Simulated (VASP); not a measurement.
# Te (P6_3/mmc) in VASP: a series of runs, part 2 of 2

VASP 6.6.1.

## (4) Single point, RPBE

This run uses another cell than the first one, of 33.53 Å³/atom, 1.087 times its volume.

The input, INCAR:

```
ALGO     = Normal         # electronic algorithm
EDIFF    = 1E-7           # SCF threshold, eV
ENCUT    = 520            # plane-wave cutoff, eV
GGA      = RP             # functional
ISIF     = 2              # what is computed and relaxed
ISMEAR   = -1             # smearing method
LASPH    = T              # aspherical terms in the spheres
LCHARG   = T              # write CHGCAR
LELF     = T              # ELF
LREAL    = F              # projectors in reciprocal space
LVHAR    = T            
LWAVE    = F              # write WAVECAR
NBANDS   = 20             # bands
NELM     = 80             # most SCF steps
PREC     = Accurate       # precision mode
SIGMA    = 0.1            # smearing width, eV
```

The input, KPOINTS:

```
k-points
0
Gamma
  10 10 5
```

The input, POSCAR:

```
Te
1.0
    4.3191138181      0.0000000000      0.0000000000
   -2.1595569090      3.7404622883      0.0000000000
    0.0000000000      0.0000000000      8.3029099908
Te
4
Direct
    1.0000000000      1.0000000000      0.0000000000
    1.0000000000      1.0000000000      0.5000000000
    0.3333333333      0.6666666667      0.2500000000
    0.6666666667      0.3333333333      0.7500000000
```

Potentials or basis: VASP PAW PBE potentials, release 64 (Te).

Started as:

```sh
cat potpaw_PBE.64/Te/POTCAR > POTCAR
mpirun -np 1 vasp_std > vasp.out
```

OUTCAR:

```text
EDIFF = 1E-7
   ENCUT = 520
   GGA = RP
   ISIF = 2
   ISMEAR = -1
   LASPH = T
   LREAL = F
   NELM = 80
   PREC = Accurate

 ion  position               nearest neighbor table
   1  0.000  0.000  0.000-   3 3.24   4 3.24   3 3.24   4 3.24   4 3.24   3 3.24
   2  0.000  0.000  0.500-   3 3.24   4 3.24   3 3.24   4 3.24   4 3.24   3 3.24
   3  0.333  0.667  0.250-   1 3.24   2 3.24   1 3.24   2 3.24   1 3.24   2 3.24
   4  0.667  0.333  0.750-   1 3.24   2 3.24   1 3.24   2 3.24   1 3.24   2 3.24

[... 746 lines left out ...]
     20      13.9468      0.00000

 [... further k-points ...]
[... 5 lines left out ...]
  --------------------------------------------------------------------------------------
  -------------------------------------------------------------------------------------
  Total       -0.1558323     -0.1558323      0.1709798     -0.0000000      0.0000000      0.0000000
  in kB       -1.8613062     -1.8613062      2.0422318     -0.0000000      0.0000000      0.0000000
  external PRESSURE =      -0.5601268 kB  Pullay stress =       0.0000000 kB

 VOLUME and BASIS-vectors are now :
 -----------------------------------------------------------------------------
  energy-cutoff  :      520.00
  volume of cell :      134.14
      direct lattice vectors                 reciprocal lattice vectors
     4.319113818  0.000000000  0.000000000     0.231528976  0.133673317  0.000000000
    -2.159556909  3.740462288  0.000000000     0.000000000  0.267346633  0.000000000
     0.000000000  0.000000000  8.302909991     0.000000000  0.000000000  0.120439701

 POSITION                                       TOTAL-FORCE (eV/Angst)
 -----------------------------------------------------------------------------------
      0.00000      0.00000      0.00000         0.000000      0.000000     -0.000000
      0.00000      0.00000      4.15145         0.000000      0.000000     -0.000000
     -0.00000      2.49364      2.07573        -0.000000     -0.000000     -0.000000
      2.15956      1.24682      6.22718        -0.000000      0.000000      0.000000
 -----------------------------------------------------------------------------------
    total drift:                                0.000000     -0.000000      0.000000

  FREE ENERGIE OF THE ION-ELECTRON SYSTEM (eV)
  ---------------------------------------------------
  free  energy   TOTEN  =       -10.5939997760 eV

  energy  without entropy=      -10.5029490002  energy(sigma->0) =      -10.54847439
```

OSZICAR:

```text
N       E                     dE             d eps       ncg     rms          rms(c)
DAV:   1     0.982714884278E+02    0.98271E+02   -0.86527E+03  1680   0.949E+02
DAV:   2    -0.385459619932E+01   -0.10213E+03   -0.99807E+02  2300   0.145E+02
DAV:   3    -0.104450199532E+02   -0.65904E+01   -0.65257E+01  2024   0.384E+01
DAV:   4    -0.105700216981E+02   -0.12500E+00   -0.12492E+00  2116   0.626E+00
DAV:   5    -0.105728930036E+02   -0.28713E-02   -0.28712E-02  1984   0.964E-01    0.128E+01
DAV:   6    -0.105833029642E+02   -0.10410E-01   -0.11662E-02  2004   0.599E-01    0.792E+00
DAV:   7    -0.105937696363E+02   -0.10467E-01   -0.19813E-02  1864   0.768E-01    0.316E-01
DAV:   8    -0.105938455608E+02   -0.75924E-04   -0.68527E-04  1984   0.158E-01    0.225E-01
DAV:   9    -0.105939910233E+02   -0.14546E-03   -0.60786E-04  1876   0.129E-01    0.185E-01
DAV:  10    -0.105939879571E+02    0.30661E-05   -0.30361E-05  1940   0.332E-02    0.367E-02
DAV:  11    -0.105939983187E+02   -0.10362E-04   -0.23772E-05  1896   0.240E-02    0.900E-03
DAV:  12    -0.105939988683E+02   -0.54964E-06   -0.68195E-07  1984   0.421E-03    0.654E-03
DAV:  13    -0.105939992025E+02   -0.33422E-06   -0.18069E-07  1700   0.226E-03    0.217E-03
DAV:  14    -0.105939997556E+02   -0.55311E-06   -0.11215E-06  1880   0.534E-03    0.362E-03
DAV:  15    -0.105939997760E+02   -0.20405E-07   -0.11747E-08  1272   0.581E-04
   1 F= -.10594000E+02 E0= -.10548474E+02  d E =-.910508E-01
```

stdout:

```text
POSCAR found type information on POSCAR Te
 POSCAR found :  1 types and       4 ions
 scaLAPACK will be used
 -----------------------------------------------------------------------------
|                                                                             |
|                                                                             |
|     You enforced a specific xc type in the INCAR file but a different       |
|     I HOPE YOU KNOW WHAT YOU ARE DOING!                                     |
|                                                                             |
 -----------------------------------------------------------------------------

 LDA part: xc-table for (Slater+PW92), standard interpolation
 POSCAR, INCAR and KPOINTS ok, starting setup
 FFT: planning ... GRIDC
 FFT: planning ... GRID_SOFT
 FFT: planning ... GRID
 WAVECAR not read
 entering main loop
```

It took 39 s on 1 thread of Intel Xeon 6975P-C (Granite Rapids), shared host; peak memory 0.28 GiB.

What came out:

```yaml
Free_energy: -10.5940 eV
Pressure: -0.1 GPa
Band_gap_on_the_k_mesh: zero (band 12 reaches 6.61 eV, above the bottom of band 13 at 4.80 eV)
```

Caveat: the PAW data sets were made with another functional, which shifts forces and pressure a little; spin-orbit coupling is left out, which moves the levels of the heavy elements.

## (5) The runs side by side

| cell | gap on the mesh (eV) | pressure (GPa) |
| --- | --- | --- |
| a = 4.201, b = 4.201, c = 8.075 Å, angles 90.0, 90.0, 120.0°, 4 atoms | none | 4.3 |
| a = 4.261, b = 4.261, c = 8.191 Å, angles 90.0, 90.0, 120.0°, 4 atoms | none | 1.9 |
| a = 4.319, b = 4.319, c = 8.303 Å, angles 90.0, 90.0, 120.0°, 4 atoms | none | -0.1 |

Alike in all rows: task single point; level RPBE; potentials or basis VASP PAW PBE potentials, release 64 (Te); no spin polarisation; k mesh 10 × 10 × 5; cutoff (eV) 520; smearing fermi-dirac 0.1 eV.

Caveats: the PAW data sets were made with another functional, which shifts forces and pressure a little; spin-orbit coupling is left out, which moves the levels of the heavy elements.

Total energies depend on the potentials used, so only differences within one code and one set of settings carry meaning.
